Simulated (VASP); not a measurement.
Input of a VASP 6.6.1 run:

Contents of INCAR:

```
SYSTEM = Pt
PREC = Accurate
ENCUT = 520
EDIFF = 1E-6
ISMEAR = 0
SIGMA = 0.15
LREAL = .False.
LASPH = .True.
NELM = 100
ALGO = Fast
ISIF = 2
LWAVE = .False.
LCHARG = .True.
GGA = PE
LELF = .True.
LVHAR = .True.
NBANDS = 39
```

File KPOINTS:

```
Automatic mesh
0
Gamma
  24 24 5
  0 0 0
```

File POSCAR:

```
Pt
1.0
    1.9850550545     -1.9850550545      0.0000000000
    1.9850550545      0.0000000000     -1.9850550545
    7.8536176775      7.8536176775      7.8536176775
Pt
6
Direct
    0.6666666667      0.6666666667      0.0842354070
    0.0000000000      0.0000000000      0.9267579810
    0.3333333333      0.3333333333      0.2527399218
    0.6666666667      0.6666666667      0.5897489514
    0.0000000000      0.0000000000      0.4212444366
    0.3333333333      0.3333333333      0.7582534662
```

Potentials or basis: VASP PAW PBE potentials, release 64 (Pt).

Command:

```console
$ cat potpaw_PBE.64/Pt/POTCAR > POTCAR
$ mpirun -np 1 vasp_std > vasp.out
```

**Question.** What does it give for the pressure?

**Answer.** 2.9 GPa.

**Question.** Estimate the band gap on the k mesh.

**Answer.** Zero (bands 30 and 31 overlap by 1.78 eV).

Forces on the atoms (eV/Å):
```
Pt   0.667  0.667  0.667
Pt  -0.667 -0.667 -0.667
Pt  -0.013 -0.013 -0.013
Pt  -0.002 -0.002 -0.002
Pt   0.002  0.002  0.002
Pt   0.013  0.013  0.013
```

Caveat: the cell differs from its parent crystal (the distance across one plane changed); spin-orbit coupling is left out, which moves the levels of the heavy elements; forces of over 1 eV/Å act on the atoms, so gaps and moduli don't describe the material at rest.
